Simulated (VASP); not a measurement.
# In (Pnma) in VASP: a series of runs

The runs below take In through relaxation of cell and atoms, single point, with PBE.

Everything below comes from runs of VASP 6.6.1. Logs are shortened: lines on timing, memory, paths and dates and some standing lists are left out, and cuts for length are marked.

## (1) The cell of the first run

It takes space group Pnma (No. 62, orthorhombic). Conventional cell: a = 4.630 Å, b = 7.675 Å, c = 3.452 Å, α = 90.00°, β = 90.00°, γ = 90.00°. In (site symmetry m) has 2 In at 2.45 Å within 3.2 Å.

## (2) Relaxation of cell and atoms, PBE

Input file INCAR:

```
SYSTEM = In
ALGO     = Normal         ! electronic algorithm
EDIFF    = 1E-7           ! SCF threshold, eV
EDIFFG   = -0.04          ! ionic threshold
ENCUT    = 600            ! plane-wave cutoff, eV
GGA      = PE             ! functional
IBRION   = 2              ! ionic algorithm
ISIF     = 3              ! what is computed and relaxed
ISMEAR   = 0              ! smearing method
LASPH    = .True.         ! aspherical terms in the spheres
LCHARG   = .False.        ! write CHGCAR
LREAL    = .False.        ! projectors in reciprocal space
LWAVE    = .False.        ! write WAVECAR
NELM     = 100            ! most SCF steps
NSW      = 90             ! ionic steps
PREC     = Accurate       ! precision mode
SIGMA    = 0.1            ! smearing width, eV
```

Input file KPOINTS:

```
k-points
0
Gamma
  4 2 6
  0 0 0
```

Input file POSCAR:

```
In
1.0
    4.6296547258      0.0000000000      0.0000000000
    0.0000000000      7.6751466953      0.0000000000
    0.0000000000      0.0000000000      3.4520125045
In
4
Direct
    0.0205000000      0.2500000000      0.6348000000
    0.9795000000      0.7500000000      0.3652000000
    0.4795000000      0.7500000000      0.1348000000
    0.5205000000      0.2500000000      0.8652000000
```

Potentials or basis: VASP PAW PBE potentials, release 64 (In_d).

Started as:

```bash
$ cat potpaw_PBE.64/In_d/POTCAR > POTCAR
$ mpirun -np 1 vasp_std > vasp.out
```

OUTCAR:

```text
SYSTEM = In
   EDIFF = 1E-7
   EDIFFG = -0.04
   ENCUT = 600
   GGA = PE
   IBRION = 2
   ISIF = 3
   ISMEAR = 0
   LASPH = .True.
   LREAL = .False.
   NELM = 100
   NSW = 90
   PREC = Accurate

 ion  position               nearest neighbor table
   1  0.020  0.250  0.635-   4 2.45   4 2.45   4 3.52   4 3.52   2 3.95   2 3.95
   2  0.980  0.750  0.365-   3 2.45   3 2.45   3 3.52   3 3.52   1 3.95   1 3.95
   3  0.480  0.750  0.135-   2 2.45   2 2.45   2 3.52   2 3.52   4 3.95   4 3.95
   4  0.520  0.250  0.865-   1 2.45   1 2.45   1 3.52   1 3.52   3 3.95   3 3.95

  LATTYP: Found a simple orthorhombic cell.
 ALAT       =     3.4520125045
 B/A-ratio  =     1.3411465688
 C/A-ratio  =     2.2233832251

  Lattice vectors:

 A1 = (   0.0000000000,   0.0000000000,   3.4520125045)
 A2 = (   4.6296547258,   0.0000000000,   0.0000000000)
 A3 = (   0.0000000000,   7.6751466953,   0.0000000000)

Analysis of symmetry for initial positions (statically):
=====================================================================
 Subroutine PRICEL returns:
 Original cell was already a primitive cell.

 Routine SETGRP: Setting up the symmetry group for a
 simple orthorhombic supercell.

 Subroutine GETGRP returns: Found  8 space group operations
 (whereof  2 operations were pure point group operations)
 out of a pool of  8 trial point group operations.

The static configuration has the point symmetry S_2 .
 The point group associated with its full space group is D_2h.

Analysis of symmetry for dynamics (positions and initial velocities):
=====================================================================
 Subroutine PRICEL returns:
 Original cell was already a primitive cell.

 Routine SETGRP: Setting up the symmetry group for a
 simple orthorhombic supercell.

 Subroutine GETGRP returns: Found  8 space group operations
 (whereof  2 operations were pure point group operations)
 out of a pool of  8 trial point group operations.

The dynamic configuration has the point symmetry S_2 .
 The point group associated with its full space group is D_2h.

 Subroutine INISYM returns: Found  8 space group operations
 (whereof  2 operations are pure point group operations),
 and found     1 'primitive' translations

----------------------------------------------------------------------------------------

                                     Primitive cell

  volume of cell :     122.6613

  direct lattice vectors                    reciprocal lattice vectors
     4.629654726  0.000000000  0.000000000     0.215998829  0.000000000  0.000000000
     0.000000000  7.675146695  0.000000000     0.000000000  0.130290669  0.000000000
     0.000000000  0.000000000  3.452012504     0.000000000  0.000000000  0.289686089

  length of vectors
     4.629654726  7.675146695  3.452012504     0.215998829  0.130290669  0.289686089

  position of ions in fractional coordinates (direct lattice)
     0.020500000  0.250000000  0.634800000
     0.979500000  0.750000000  0.365200000
     0.479500000  0.750000000  0.134800000
     0.520500000  0.250000000  0.865200000

  ion indices of the primitive-cell ions
   primitive index   ion index
                 1           1
                 2           2
                 3           3
                 4           4

----------------------------------------------------------------------------------------

 KPOINTS: k-points

Automatic generation of k-mesh.
 Grid dimensions read from file:
 generate k-points for:    4    2    6

 Generating k-lattice:

  Cartesian coordinates                     Fractional coordinates (reciprocal lattice)
     0.053999707  0.000000000  0.000000000     0.250000000  0.000000000  0.000000000
     0.000000000  0.065145335  0.000000000     0.000000000  0.500000000  0.000000000
     0.000000000  0.000000000  0.048281015     0.000000000  0.000000000  0.166666667

  Length of vectors
     0.053999707  0.065145335  0.048281015

  Shift w.r.t. Gamma in fractional coordinates (k-lattice)
     0.000000000  0.000000000  0.000000000

 Subroutine IBZKPT returns following result:
 ===========================================

 Found     24 irreducible k-points:

 Following reciprocal coordinates:
            Coordinates               Weight
  0.000000  0.000000  0.000000      1.000000
  0.250000  0.000000  0.000000      2.000000
  0.500000  0.000000  0.000000      1.000000
  0.000000  0.500000  0.000000      1.000000
  0.250000  0.500000  0.000000      2.000000
  0.500000  0.500000  0.000000      1.000000
[... 16 lines left out ...]
  0.250000  0.500000  0.500000      2.000000
  0.500000  0.500000  0.500000      1.000000
   k-points           NKPTS =     24   k-points in BZ     NKDIM =     24   number of bands    NBANDS=     31
   number of dos      NEDOS =    301   number of ions     NIONS =      4
   total plane-waves  NPLWV =  71680
   dimension x,y,z NGX =    40 NGY =   64 NGZ =   28
   dimension x,y,z NGXF=    80 NGYF=  128 NGZF=   56
   ions per type =               4
   NGX,Y,Z   is equivalent  to a cutoff of  14.36, 13.86, 13.48 a.u.
   NGXF,Y,Z  is equivalent  to a cutoff of  28.73, 27.73, 26.97 a.u.
 SYSTEM =  In
   PREC   = accura    normal or accurate (medium, high low for compatibility)
   ISTART =      0    job   : 0-new  1-cont  2-samecut
   ICHARG =      2    charge: 1-file 2-atom 10-const
   ISPIN  =      1    spin polarized calculation?
   LNONCOLLINEAR =      F non collinear calculations
   LSORBIT =      F    spin-orbit coupling
   LASPH  =      T    aspherical Exc in radial PAW
   ENCUT  =  600.0 eV  44.10 Ry    6.64 a.u.   9.25 15.33  6.89*2*pi/ulx,y,z
   NELM   =    100;   NELMIN=  2; NELMDL= -5     # of ELM steps
   EDIFF  = 0.1E-06   stopping-criterion for ELM
   LREAL  =      F    real-space projection
   EDIFFG = -.4E-01   stopping-criterion for IOM
   NSW    =     90    number of steps for IOM
   IBRION =      2    ionic relax: 0-MD 1-quasi-New 2-CG
   NFREE  =      1    steps in history (QN), initial steepest desc. (CG)
   ISIF   =      3    stress and relaxation
   ISYM   =      2    0-nonsym 1-usesym 2-fastsym
   POTIM  = 0.5000    time-step for ionic-motion
   TEBEG  =    0.0;   TEEND  =   0.0 temperature during run
   PSTRESS=    0.0 pullay stress
   NELECT =      52.0000    total number of electrons
   NUPDOWN=      -1.0000    fix difference up-down
   EMIN   =  10.00;   EMAX   =-10.00  energy-range for DOS
   EFERMI =   0.00;   METHOD = LEGACY
   ISMEAR =     0;   SIGMA  =   0.10  broadening in eV -4-tet -1-fermi 0-gaus
   EFERMI_NEDOS =   21; number of points for ismear=-14 and -15
   IALGO  =     38    algorithm
   IMIX   =      4    mixing-type and parameters
     AMIX     =   0.40;   BMIX     =  1.00
     AMIX_MAG =   1.60;   BMIX_MAG =  1.00
  volume/ion in A,a.u.               =      30.67       206.94
  Fermi-wavevector in a.u.,A,eV,Ry     =   1.229816  2.324015 20.578089  1.512447
  Thomas-Fermi vector in A             =   2.364688
   LORBIT       =      0    0 simple, 1 ext, 2 COOP (PROOUT), +10 PAW based schemes
   GGA     = PE    functional components
   LHFCALC =     F    Hartree Fock is set to
   AEXX    =    0.0000 exact exchange contribution
   IVDW    =     0    specifies the selected vdW correction
   LEPSILON=     F    determine dielectric tensor
   LRPA    =     F    only Hartree local field effects (RPA)
 conjugate gradient relaxation of ions
 non-spin polarized calculation
 Gauss-broadening in eV      SIGMA  =   0.10
  energy-cutoff  :      600.00
  volume of cell :      122.66
 maximum number of plane-waves:      4116
 NGX is ok and might be reduce to    40
   NGX = 19   NGY = 31   NGZ = 13

--------------------------------------- Ionic step        1  -------------------------------------------

 number of electron      52.0000003 magnetization

 Free energy of the ion-electron system (eV)
  ---------------------------------------------------
  ext. energy  EPLUGINS =         0.00000000
  ---------------------------------------------------
  free energy    TOTEN  =        -6.62497872 eV

  energy without entropy =       -6.60229456  energy(sigma->0) =       -6.61363664

------------------------ aborting loop because EDIFF is reached ----------------------------------------

  FORCE on cell =-STRESS in cart. coord.  units (eV):
  Direction    XX          YY          ZZ          XY          YZ          ZX
  --------------------------------------------------------------------------------------
  -------------------------------------------------------------------------------------
  Total       28.9121545     -2.8833397      2.8540068      0.0000000      0.0000000      0.0000000
  in kB      377.6446971    -37.6615976     37.2784580      0.0000000      0.0000000      0.0000000
  external PRESSURE =     125.7538525 kB  Pullay stress =       0.0000000 kB
[... 95 lines left out ...]
  FREE ENERGIE OF THE ION-ELECTRON SYSTEM (eV)
  ---------------------------------------------------
  free  energy   TOTEN  =        -9.0229557538 eV

  energy  without entropy=       -9.0023243880  energy(sigma->0) =       -9.01264007

 E-fermi :   4.8785     XC(G=0):  -8.8888

 val. band max:        4.8179344074   @ k =   0.0000   0.5000   0.1667
 cond. band min:       4.9799310505   @ k =   0.2500   0.0000   0.0000
 fundamental gap:      0.1619966431
 Fermi energy:         4.8785404710

 k-point     1 :       0.0000    0.0000    0.0000
  band No.  band energies     occupation
      1     -10.1482      2.00000
      2     -10.1086      2.00000
      3      -9.9991      2.00000
      4      -9.9530      2.00000
      5      -9.9399      2.00000
      6      -9.9308      2.00000
[... 805 lines left out ...]
     30       8.0970      0.00000
     31       8.0970      0.00000

 E-fermi :   6.9921     XC(G=0): -10.0895

 val. band max:        6.9874357921   @ k =   0.2500   0.5000   0.0000
 cond. band min:       7.0145960484   @ k =   0.5000   0.0000   0.5000
 fundamental gap:      0.0271602563
 Fermi energy:         6.9921060267

 k-point     1 :       0.0000    0.0000    0.0000
  band No.  band energies     occupation
      1      -7.8426      2.00000
      2      -7.7437      2.00000
      3      -7.6736      2.00000
      4      -7.6526      2.00000
      5      -7.6446      2.00000
      6      -7.6307      2.00000
[... 805 lines left out ...]
     30      12.6829      0.00000
     31      12.6829      0.00000

[... ionic steps 4 to 30 ...]

--------------------------------------- Ionic step       31  -------------------------------------------

 number of electron      51.9999996 magnetization

------------------------ aborting loop because EDIFF is reached ----------------------------------------

  FORCE on cell =-STRESS in cart. coord.  units (eV):
  Direction    XX          YY          ZZ          XY          YZ          ZX
  --------------------------------------------------------------------------------------
  -------------------------------------------------------------------------------------
  Total        0.2024463     -0.1934424     -0.0905286      0.0000000      0.0000000     -0.0000000
  in kB        2.8536423     -2.7267239     -1.2760721      0.0000000      0.0000000     -0.0000000
  external PRESSURE =      -0.3830512 kB  Pullay stress =       0.0000000 kB
[... 61 lines left out ...]
  energy  without entropy=      -10.1641100829  energy(sigma->0) =      -10.16922936

--------------------------------------- Ionic step       33  -------------------------------------------

 number of electron      51.9999996 magnetization

 Free energy of the ion-electron system (eV)
  ---------------------------------------------------
  ext. energy  EPLUGINS =         0.00000000
  ---------------------------------------------------
  free energy    TOTEN  =       -10.17466270 eV

  energy without entropy =      -10.16458041  energy(sigma->0) =      -10.16962156

 E-fermi :   6.4595     XC(G=0):  -9.8297

 val. band max:        6.4439271741   @ k =   0.0000   0.0000   0.5000
 cond. band min:       6.5250514802   @ k =   0.2500   0.0000   0.5000
 fundamental gap:      0.0811243061
 Fermi energy:         6.4594609858

 k-point     1 :       0.0000    0.0000    0.0000
  band No.  band energies     occupation
      1      -8.3681      2.00000
      2      -8.2851      2.00000
      3      -8.1624      2.00000
      4      -8.1370      2.00000
      5      -8.0575      2.00000
      6      -8.0512      2.00000
[... 836 lines left out ...]
  FREE ENERGIE OF THE ION-ELECTRON SYSTEM (eV)
  ---------------------------------------------------
  free  energy   TOTEN  =       -10.1746627022 eV

  energy  without entropy=      -10.1645804141  energy(sigma->0) =      -10.16962156

 reached required accuracy - stopping structural energy minimisation
```

It took 16 min on 1 thread of Intel Xeon 6975P-C (Granite Rapids), shared host; peak memory 0.31 GiB.

What came out:

```yaml
Free_energy: -10.1747 eV
Relaxed_volume: 28.41 Å³/atom
Relaxed_cell: a = 5.636 Å, b = 6.121 Å, c = 3.294 Å, α = 90.00°, β = 90.00°, γ = 90.00°
Space_group_after_relaxing_to_0.05_Å: Cmcm (No. 63)
Energy_gained_by_relaxing: 887.4 meV/atom
Ionic_steps: 33
Pressure_after_relaxing: 0.0 GPa
Largest_force_after_relaxing: 0.020 eV/Å
Band_gap_on_the_k_mesh: zero (band 26 reaches 9.11 eV, above the bottom of band 27 at 4.47 eV)
```

Forces in eV/Å, atoms in the order of the input:
```
In   0.019  0.000  0.008
In  -0.019  0.000 -0.008
In  -0.019  0.000  0.008
In   0.019  0.000 -0.008
```

The path:
```
step  energy change (eV)  largest force (eV/Å)  pressure (GPa)  volume (Å³)
   1              0.0000                2.1232           12.58       122.66
   2             -2.2701                0.0466           -4.09       165.18
   3             -2.3980                0.2960           -2.11       147.39
   4             -2.5998                0.3080           -2.03       138.77
   5             -3.0133                0.2913           -0.37       122.92
   6             -2.8484                0.0627           11.05        93.89
   7             -3.2292                0.2335            1.02       113.43
   8             -3.2332                0.1586            4.47       103.92
   9             -3.2710                0.1981            2.62       108.47
  10             -3.3296                0.1411            3.14       106.44
  11             -3.3409                0.1083            3.35       105.14
  12             -3.3905                0.1002            2.43       107.38
  13             -3.4619                0.0835            0.09       114.25
  14             -3.4628                0.0813           -0.20       115.19
  15             -3.4654                0.0810           -0.14       115.01
  16             -3.4677                0.0821           -0.02       114.63
  17             -3.4692                0.0867            0.01       114.52
  18             -3.4723                0.0999            0.09       114.21
  19             -3.4723                0.1270            0.28       113.57
  20             -3.4733                0.1126            0.16       113.90
  21             -3.4743                0.1126            0.15       113.91
  22             -3.4773                0.1129            0.14       113.91
  23             -3.4832                0.1135            0.11       113.92
  24             -3.4944                0.1111            0.06       113.94
  25             -3.5123                0.0975           -0.04       113.97
  26             -3.5139                0.0282           -0.13       114.01
  27             -3.5203                0.0725           -0.10       113.99
  28             -3.5246                0.0662           -0.09       113.97
  29             -3.5355                0.0480           -0.11       113.89
  30             -3.5478                0.0185           -0.06       113.74
  31             -3.5494                0.0200           -0.04       113.66
  32             -3.5494                0.0208           -0.04       113.66
  33             -3.5497                0.0204           -0.02       113.63
```

Final structure:
```xyz
4
Lattice="5.6359 0.0000 0.0000 0.0000 6.1207 0.0000 0.0000 0.0000 3.2939" Properties=species:S:1:pos:R:3 pbc="T T T"
In    0.1625    1.5302    1.6359
In    5.4733    4.5905    1.6580
In    2.6554    4.5905    3.2829
In    2.9805    1.5302    0.0110
```

Levels at points of the mesh, in eV from the Fermi level:
```csv
k point,band 24,band 25,band 26,band 27,band 28,band 29
"(0.00, 0.00, 0.00)",-3.32,-3.03,-0.49,-0.26,0.31,4.15
"(0.50, 0.00, 0.00)",-4.20,-2.03,-2.03,2.80,2.80,6.11
"(0.00, 0.50, 0.00)",-3.34,-1.98,-1.98,1.36,1.36,5.38
"(0.50, 0.50, 0.00)",-6.62,2.44,2.44,2.44,2.44,4.05
"(0.00, 0.00, 0.50)",-1.80,-0.29,-0.29,-0.02,-0.02,1.02
"(0.50, 0.00, 0.50)",-3.04,-0.65,-0.65,-0.29,-0.29,0.16
"(0.00, 0.50, 0.50)",-4.21,0.68,0.68,0.68,0.68,2.00
"(0.50, 0.50, 0.50)",-3.49,-1.99,-1.99,-1.99,-1.99,5.28
```

Caveat: the k points lie up to 0.51 Å⁻¹ apart in the final cell; spin-orbit coupling is left out, which moves the levels of the heavy elements.

## (3) Single point, PBE

Input file INCAR:

```
PREC     = Accurate       # precision mode
ENCUT    = 520            # plane-wave cutoff, eV
EDIFF    = 1E-7           # SCF threshold, eV
ISMEAR   = 0              # smearing method
SIGMA    = 0.1            # smearing width, eV
LREAL    = False          # projectors in reciprocal space
LASPH    = True           # aspherical terms in the spheres
NELM     = 100            # most SCF steps
ALGO     = Normal         # electronic algorithm
ISIF     = 2              # what is computed and relaxed
LWAVE    = False          # write WAVECAR
LCHARG   = False          # write CHGCAR
GGA      = PE             # functional
NBANDS   = 34             # bands
```

Input file KPOINTS:

```
Automatic mesh
0
Gamma
  4 4 6
```

POSCAR is that of step 2.

Potentials or basis: VASP PAW PBE potentials, release 64 (In_d).

Started as:

```bash
$ cat potpaw_PBE.64/In_d/POTCAR > POTCAR
$ mpirun -np 1 vasp_std > vasp.out
```

Wall time 47 s (1 thread of Intel Xeon 6975P-C (Granite Rapids), shared host); peak memory 0.28 GiB.

It converged, with:

```yaml
Free_energy: -6.6917 eV
Pressure: 12.5 GPa
Largest_force: 2.152 eV/Å
Band_gap_on_the_k_mesh: zero (band 26 reaches 7.17 eV, above the bottom of band 27 at 4.19 eV)
```

Forces in eV/Å, atoms in the order of the input:
```
In  -0.010  0.000 -2.152
In   0.010  0.000  2.152
In   0.010  0.000 -2.152
In  -0.010  0.000  2.152
```

Stress tensor (GPa, compression positive):
```
39.13  0.00  0.00
 0.00 -5.23  0.00
 0.00  0.00  3.52
```

Levels at points of the mesh, in eV from the Fermi level:
| k point | band 24 | band 25 | band 26 | band 27 | band 28 | band 29 |
| --- | --- | --- | --- | --- | --- | --- |
| (0.00, 0.00, 0.00) | -1.99 | -1.21 | -0.52 | 0.93 | 1.47 | 3.17 |
| (0.50, 0.00, 0.00) | -6.20 | -1.33 | -1.33 | 3.77 | 3.77 | 5.34 |
| (0.00, 0.50, 0.00) | -1.62 | -1.46 | -1.46 | -0.04 | -0.04 | 5.33 |
| (0.50, 0.50, 0.00) | -6.85 | 0.59 | 0.59 | 0.59 | 0.59 | 5.63 |
| (0.00, 0.00, 0.50) | -3.52 | -0.21 | -0.21 | 0.46 | 0.46 | 2.61 |
| (0.50, 0.00, 0.50) | -4.43 | -1.43 | -1.43 | -1.35 | -1.35 | 1.02 |
| (0.00, 0.50, 0.50) | -3.84 | 0.47 | 0.47 | 0.85 | 0.85 | 2.99 |
| (0.50, 0.50, 0.50) | -4.50 | -1.69 | -1.69 | -1.69 | -1.69 | 2.83 |

Caveat: spin-orbit coupling is left out, which moves the levels of the heavy elements; forces of over 1 eV/Å act on the atoms, so gaps and moduli don't describe the material at rest.
